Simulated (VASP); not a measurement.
Write the native input for VASP 6.6.1 that does the following.

- Task: electric field gradients
- Functional: LDA
- Potentials or basis: VASP PAW LDA potentials, release 64 (Mg)
- Cutoff: 520 eV
- k mesh: 19 × 19 × 19
- Occupations: fermi-dirac, width 0.03 eV
- Spin: no spin polarisation
- Dipole correction: no
- Further INCAR settings: ALGO = Normal; EDIFF = 1e-08; NBANDS = 7

The structure of Mg lies in POSCAR:

```
Mg
1.0
   -1.4665903054      1.4665903054      1.4665903054
    1.4665903054     -1.4665903054      1.4665903054
    1.4665903054      1.4665903054     -1.4665903054
Mg
1
Direct
    0.0000000000      0.0000000000      0.0000000000
```

This cell differs from its parent crystal: volume scaled by 0.98.

The input as run:

INCAR

```
PREC = Accurate
ENCUT = 520
EDIFF = 1E-8
ISMEAR = -1
SIGMA = 0.03
LREAL = False
LASPH = True
NELM = 60
ALGO = Normal
ISIF = 2
LWAVE = False
LCHARG = False
LEFG = True
NBANDS = 7
```

KPOINTS

```
regular mesh
0
Gamma
  19 19 19
```

Potentials or basis: VASP PAW LDA potentials, release 64 (Mg).

Run with:

```bash
$ cat potpaw_LDA.64/Mg/POTCAR > POTCAR
$ mpirun -np 1 vasp_std > vasp.out
```

It gave:

The pressure is 60.5 GPa. The band gap on the k mesh is zero (band 1 reaches 9.91 eV, above the bottom of band 2 at 5.67 eV).

Caveat: without QUAD_EFG the Cq values of the log hold for a quadrupole moment of 1 mb, not for the nuclei.

Wall time 9.9 s on 1 thread of Intel(R) Xeon(R) Platinum 8559C (Emerald Rapids), with other jobs on the host, peak memory 0.13 GiB.
